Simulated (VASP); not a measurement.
## MgO: single point with LDA

The system is MgO.

```
Mg O
1.0
     2.04383    2.04383    0.00000
    -2.04383    2.04383    0.00000
     0.00000    2.04383    2.04383
Mg O
1 1
Direct
  0.00000 0.00000 0.00000
  0.50000 0.50000 0.00000
```

* Program: VASP 6.6.1
* Task: single point
* Functional: LDA
* Potentials or basis: VASP PAW LDA potentials, release 64 (Mg, O)
* Cutoff: 520 eV
* k mesh: 10 × 10 × 10
* Occupations: gaussian, width 0.01 eV
* Spin: no spin polarisation
* Dipole correction: no
* Further INCAR settings: ALGO = Normal; EDIFF = 1e-06; NBANDS = 11

```json
{
 "Pressure": "8.3 GPa",
 "Band gap on the k mesh": "5.59 eV, direct"
}
```

Levels at points of the mesh, in eV from the valence-band top:
```
           k point  band 2  band 3  band 4  band 5  band 6  band 7
(0.00, 0.00, 0.00)    0.00    0.00    0.00    5.59   16.01   16.01
(0.50, 0.00, 0.00)   -5.12   -0.78   -0.78    8.31   13.43   16.93
(0.50, 0.50, 0.00)   -4.54   -1.50   -1.50    8.96   10.71   13.87
```

Run time: 4.1 s on 1 thread of Intel Xeon 6975P-C (shared host), peak memory 0.13 GiB.

LDA gaps usually lie below the measured ones, often by a third to a half.
